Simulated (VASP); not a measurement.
# SiO2 (P4_12_12) in VASP: further runs

Aim: see how the results for SiO2 move with the level of theory and the settings. Levels: PBE, r2SCAN. Tasks: single point.

All numbers are computed with VASP 6.6.1; they aren't measurements. Logs are shortened: lines on timing, memory, paths and dates and some standing lists are left out, and cuts for length are marked.

### Step 1. The cell of the first run

The structure is tetragonal, space group P4_12_12 (No. 92). Conventional cell: a = 5.183 Å, b = 5.183 Å, c = 7.240 Å, α = 90.00°, β = 90.00°, γ = 90.00°. Si (site symmetry 2) has 4 O at 1.66 Å within 2.2 Å. Within 2.2 Å of O (site symmetry 1) lie 2 Si at 1.66 Å.

### Step 2. Single point, PBE (16.21 Å³/atom)

INCAR reads:

```
PREC = Accurate
ENCUT = 520
EDIFF = 1E-7
ISMEAR = 0
SIGMA = 0.01
LREAL = False
LASPH = True
NELM = 100
ALGO = Normal
ISIF = 2
LWAVE = False
LCHARG = True
GGA = PE
LELF = True
LVHAR = True
NBANDS = 44
```

KPOINTS reads:

```
regular mesh
0
Gamma
  4 4 4
```

POSCAR reads:

```
SiO2
1.0
    5.1834058190      0.0000000000      0.0000000000
    0.0000000000      5.1834058190      0.0000000000
    0.0000000000      0.0000000000      7.2401446547
Si O
4 8
Direct
    0.2938575670      0.2938575670      0.0000000000
    0.2061424330      0.7938575670      0.2500000000
    0.7061424330      0.7061424330      0.5000000000
    0.7938575670      0.2061424330      0.7500000000
    0.2411800963      0.0934526078      0.1742257711
    0.4065473922      0.7411800963      0.4242257711
    0.7588199037      0.9065473922      0.6742257711
    0.5934526078      0.2588199037      0.9242257711
    0.7411800963      0.4065473922      0.5757742289
    0.9065473922      0.7588199037      0.3257742289
    0.2588199037      0.5934526078      0.0757742289
    0.0934526078      0.2411800963      0.8257742289
```

Potentials or basis: VASP PAW PBE potentials, release 64 (Si, O).

Launch:

```console
> cat potpaw_PBE.64/Si/POTCAR potpaw_PBE.64/O/POTCAR > POTCAR
> mpirun -np 1 vasp_std > vasp.out
```

OUTCAR:

```text
PREC = Accurate
   ENCUT = 520
   EDIFF = 1E-7
   ISMEAR = 0
   LREAL = False
   LASPH = True
   NELM = 100
   ISIF = 2
   GGA = PE

 ion  position               nearest neighbor table
   1  0.294  0.294  0.000-   5 1.66  12 1.66  11 1.66   8 1.66
   2  0.206  0.794  0.250-   6 1.66  11 1.66  10 1.66   5 1.66
   3  0.706  0.706  0.500-   7 1.66  10 1.66   9 1.66   6 1.66
   4  0.794  0.206  0.750-   8 1.66   9 1.66   7 1.66  12 1.66
   5  0.241  0.093  0.174-   1 1.66   2 1.66
   6  0.407  0.741  0.424-   2 1.66   3 1.66
   7  0.759  0.907  0.674-   3 1.66   4 1.66
   8  0.593  0.259  0.924-   4 1.66   1 1.66
   9  0.741  0.407  0.576-   4 1.66   3 1.66
  10  0.907  0.759  0.326-   3 1.66   2 1.66
  11  0.259  0.593  0.076-   2 1.66   1 1.66
  12  0.093  0.241  0.826-   1 1.66   4 1.66

  LATTYP: Found a simple tetragonal cell.
 ALAT       =     5.1834058190
 C/A-ratio  =     1.3967929403

  Lattice vectors:

 A1 = (   5.1834058190,   0.0000000000,   0.0000000000)
 A2 = (   0.0000000000,   5.1834058190,   0.0000000000)
 A3 = (   0.0000000000,   0.0000000000,   7.2401446547)

Analysis of symmetry for initial positions (statically):
=====================================================================
 Subroutine PRICEL returns:
 Original cell was already a primitive cell.

 Routine SETGRP: Setting up the symmetry group for a
 simple tetragonal supercell.

 Subroutine GETGRP returns: Found  8 space group operations
 (whereof  2 operations were pure point group operations)
 out of a pool of 16 trial point group operations.

The static configuration has the point symmetry C_2 .
 The point group associated with its full space group is D_4 .

Analysis of symmetry for dynamics (positions and initial velocities):
=====================================================================
 Subroutine PRICEL returns:
 Original cell was already a primitive cell.

 Routine SETGRP: Setting up the symmetry group for a
 simple tetragonal supercell.

 Subroutine GETGRP returns: Found  8 space group operations
 (whereof  2 operations were pure point group operations)
 out of a pool of 16 trial point group operations.

The dynamic configuration has the point symmetry C_2 .
 The point group associated with its full space group is D_4 .

 Subroutine INISYM returns: Found  8 space group operations
 (whereof  2 operations are pure point group operations),
 and found     1 'primitive' translations

----------------------------------------------------------------------------------------

                                     Primitive cell

  volume of cell :     194.5260

  direct lattice vectors                    reciprocal lattice vectors
     5.183405819  0.000000000  0.000000000     0.192923347  0.000000000  0.000000000
     0.000000000  5.183405819  0.000000000     0.000000000  0.192923347  0.000000000
     0.000000000  0.000000000  7.240144655     0.000000000  0.000000000  0.138118787

  length of vectors
     5.183405819  5.183405819  7.240144655     0.192923347  0.192923347  0.138118787

  position of ions in fractional coordinates (direct lattice)
     0.293857567  0.293857567  0.000000000
     0.206142433  0.793857567  0.250000000
     0.706142433  0.706142433  0.500000000
     0.793857567  0.206142433  0.750000000
     0.241180096  0.093452608  0.174225771
     0.406547392  0.741180096  0.424225771
     0.758819904  0.906547392  0.674225771
     0.593452608  0.258819904  0.924225771
     0.741180096  0.406547392  0.575774229
     0.906547392  0.758819904  0.325774229
     0.258819904  0.593452608  0.075774229
     0.093452608  0.241180096  0.825774229

  ion indices of the primitive-cell ions
   primitive index   ion index
                 1           1
                 2           2
                 3           3
                 4           4
                 5           5
                 6           6
                 7           7
                 8           8
                 9           9
                10          10
                11          11
                12          12

----------------------------------------------------------------------------------------

 KPOINTS: regular mesh

Automatic generation of k-mesh.
 Grid dimensions read from file:
 generate k-points for:    4    4    4

 Generating k-lattice:

  Cartesian coordinates                     Fractional coordinates (reciprocal lattice)
     0.048230837  0.000000000  0.000000000     0.250000000  0.000000000  0.000000000
     0.000000000  0.048230837  0.000000000     0.000000000  0.250000000  0.000000000
     0.000000000  0.000000000  0.034529697     0.000000000  0.000000000  0.250000000

  Length of vectors
     0.048230837  0.048230837  0.034529697

  Shift w.r.t. Gamma in fractional coordinates (k-lattice)
     0.000000000  0.000000000  0.000000000

 Subroutine IBZKPT returns following result:
 ===========================================

 Found     18 irreducible k-points:

 Following reciprocal coordinates:
            Coordinates               Weight
  0.000000  0.000000  0.000000      1.000000
  0.250000  0.000000  0.000000      4.000000
  0.500000  0.000000  0.000000      2.000000
  0.250000  0.250000  0.000000      4.000000
  0.500000  0.250000  0.000000      4.000000
  0.500000  0.500000  0.000000      1.000000
[... 10 lines left out ...]
  0.500000  0.250000  0.500000      4.000000
  0.500000  0.500000  0.500000      1.000000
   k-points           NKPTS =     18   k-points in BZ     NKDIM =     18   number of bands    NBANDS=     44
   number of dos      NEDOS =    301   number of ions     NIONS =     12
   total plane-waves  NPLWV =  86400
   dimension x,y,z NGX =    40 NGY =   40 NGZ =   54
   dimension x,y,z NGXF=    80 NGYF=   80 NGZF=  108
   ions per type =               4   8
   NGX,Y,Z   is equivalent  to a cutoff of  12.83, 12.83, 12.40 a.u.
   NGXF,Y,Z  is equivalent  to a cutoff of  25.66, 25.66, 24.80 a.u.
 SYSTEM =  unknown system
   PREC   = accura    normal or accurate (medium, high low for compatibility)
   ISTART =      0    job   : 0-new  1-cont  2-samecut
   ICHARG =      2    charge: 1-file 2-atom 10-const
   ISPIN  =      1    spin polarized calculation?
   LNONCOLLINEAR =      F non collinear calculations
   LSORBIT =      F    spin-orbit coupling
   LASPH  =      T    aspherical Exc in radial PAW
   ENCUT  =  520.0 eV  38.22 Ry    6.18 a.u.   9.64  9.64 13.46*2*pi/ulx,y,z
   NELM   =    100;   NELMIN=  2; NELMDL= -5     # of ELM steps
   EDIFF  = 0.1E-06   stopping-criterion for ELM
   LREAL  =      F    real-space projection
   EDIFFG = 0.1E-05   stopping-criterion for IOM
   NSW    =      0    number of steps for IOM
   IBRION =     -1    ionic relax: 0-MD 1-quasi-New 2-CG
   NFREE  =      0    steps in history (QN), initial steepest desc. (CG)
   ISIF   =      2    stress and relaxation
   ISYM   =      2    0-nonsym 1-usesym 2-fastsym
   POTIM  = 0.5000    time-step for ionic-motion
   TEBEG  =    0.0;   TEEND  =   0.0 temperature during run
   PSTRESS=    0.0 pullay stress
   NELECT =      64.0000    total number of electrons
   NUPDOWN=      -1.0000    fix difference up-down
   EMIN   =  10.00;   EMAX   =-10.00  energy-range for DOS
   EFERMI =   0.00;   METHOD = LEGACY
   ISMEAR =     0;   SIGMA  =   0.01  broadening in eV -4-tet -1-fermi 0-gaus
   EFERMI_NEDOS =   21; number of points for ismear=-14 and -15
   IALGO  =     38    algorithm
   IMIX   =      4    mixing-type and parameters
     AMIX     =   0.40;   BMIX     =  1.00
     AMIX_MAG =   1.60;   BMIX_MAG =  1.00
  volume/ion in A,a.u.               =      16.21       109.39
  Fermi-wavevector in a.u.,A,eV,Ry     =   1.130166  2.135704 17.378386  1.277275
  Thomas-Fermi vector in A             =   2.266862
   LORBIT       =      0    0 simple, 1 ext, 2 COOP (PROOUT), +10 PAW based schemes
   GGA     = PE    functional components
   LHFCALC =     F    Hartree Fock is set to
   AEXX    =    0.0000 exact exchange contribution
   IVDW    =     0    specifies the selected vdW correction
   LEPSILON=     F    determine dielectric tensor
   LRPA    =     F    only Hartree local field effects (RPA)
 non-spin polarized calculation
 Gauss-broadening in eV      SIGMA  =   0.01
  energy-cutoff  :      520.00
  volume of cell :      194.53
 maximum number of plane-waves:      5271
 NGX is ok and might be reduce to    40
   NGX = 19   NGY = 19   NGZ = 27

 number of electron      63.9999967 magnetization

 Free energy of the ion-electron system (eV)
  ---------------------------------------------------
  ext. energy  EPLUGINS =         0.00000000
  ---------------------------------------------------
  free energy    TOTEN  =       -94.67593929 eV

  energy without entropy =      -94.67593929  energy(sigma->0) =      -94.67593929

 E-fermi :  -0.5820     XC(G=0):  -7.8817

 val. band max:       -0.6624133336   @ k =   0.0000   0.0000   0.0000
 cond. band min:       4.4534136529   @ k =   0.0000   0.0000   0.0000
 fundamental gap:      5.1158269865
 Fermi energy:        -0.5819619688

 k-point     1 :       0.0000    0.0000    0.0000
  band No.  band energies     occupation
      1     -19.6844      2.00000
      2     -18.8843      2.00000
      3     -18.8843      2.00000
      4     -17.8493      2.00000
      5     -17.8217      2.00000
      6     -17.8208      2.00000
[... 36 lines left out ...]
     43       9.8881      0.00000
     44      10.1116      0.00000

 k-point     2 :       0.2500    0.0000    0.0000
  band No.  band energies     occupation
      1     -19.5730      2.00000
      2     -19.0037      2.00000
      3     -18.7496      2.00000
      4     -17.9953      2.00000
      5     -17.8542      2.00000
      6     -17.8402      2.00000
[... 744 lines left out ...]
 k-point    18 :       0.5000    0.5000    0.5000
  band No.  band energies     occupation
      1     -18.8611      2.00000
      2     -18.8611      2.00000
      3     -18.8611      2.00000
      4     -18.8611      2.00000
      5     -17.8584      2.00000
      6     -17.8584      2.00000
[... 36 lines left out ...]
     43       9.1486      0.00000
     44       9.1486      0.00000

------------------------ aborting loop because EDIFF is reached ----------------------------------------

  FORCE on cell =-STRESS in cart. coord.  units (eV):
  Direction    XX          YY          ZZ          XY          YZ          ZX
  --------------------------------------------------------------------------------------
  -------------------------------------------------------------------------------------
  Total       -9.7590558     -9.7590558     -9.8060203      0.0000000      0.0000000      0.0000000
  in kB      -80.3786519    -80.3786519    -80.7654662      0.0000000      0.0000000      0.0000000
  external PRESSURE =     -80.5075900 kB  Pullay stress =       0.0000000 kB

 VOLUME and BASIS-vectors are now :
 -----------------------------------------------------------------------------
  energy-cutoff  :      520.00
  volume of cell :      194.53
      direct lattice vectors                 reciprocal lattice vectors
     5.183405819  0.000000000  0.000000000     0.192923347  0.000000000  0.000000000
     0.000000000  5.183405819  0.000000000     0.000000000  0.192923347  0.000000000
     0.000000000  0.000000000  7.240144655     0.000000000  0.000000000  0.138118787

 POSITION                                       TOTAL-FORCE (eV/Angst)
 -----------------------------------------------------------------------------------
      1.52318      1.52318      0.00000        -0.018769     -0.018769      0.000000
      1.06852      4.11489      1.81004         0.018769     -0.018769      0.000000
      3.66022      3.66022      3.62007         0.018769      0.018769      0.000000
      4.11489      1.06852      5.43011        -0.018769      0.018769      0.000000
      1.25013      0.48440      1.26142         0.046601     -0.302336     -0.380129
      2.10730      3.84184      3.07146         0.302336      0.046601     -0.380129
      3.93327      4.69900      4.88149        -0.046601      0.302336     -0.380129
      3.07611      1.34157      6.69153        -0.302336     -0.046601     -0.380129
      3.84184      2.10730      4.16869         0.046601      0.302336      0.380129
      4.69900      3.93327      2.35865         0.302336     -0.046601      0.380129
      1.34157      3.07611      0.54862        -0.046601     -0.302336      0.380129
      0.48440      1.25013      5.97872        -0.302336      0.046601      0.380129
 -----------------------------------------------------------------------------------
    total drift:                               -0.000000      0.000000      0.000000

  FREE ENERGIE OF THE ION-ELECTRON SYSTEM (eV)
  ---------------------------------------------------
  free  energy   TOTEN  =       -94.6759392877 eV

  energy  without entropy=      -94.6759392877  energy(sigma->0) =      -94.67593929
```

Run time: 92 s. Hardware: 1 thread of Intel Xeon 6975P-C (Granite Rapids), shared host; peak memory 0.32 GiB.

Results:

| Property | Result |
| --- | --- |
| Free energy | -94.6759 eV |
| Pressure | -8.1 GPa |
| Largest force | 0.488 eV/Å |
| Band gap on the k mesh | 5.12 eV |

Forces on the atoms (eV/Å):
```
Si  -0.019 -0.019  0.000
Si   0.019 -0.019  0.000
Si   0.019  0.019  0.000
Si  -0.019  0.019  0.000
O    0.047 -0.302 -0.380
O    0.302  0.047 -0.380
O   -0.047  0.302 -0.380
O   -0.302 -0.047 -0.380
O    0.047  0.302  0.380
O    0.302 -0.047  0.380
O   -0.047 -0.302  0.380
O   -0.302  0.047  0.380
```

Caveat: the cell stands under tension. A k mesh can miss the band edges.

[end of part 1 of 2]
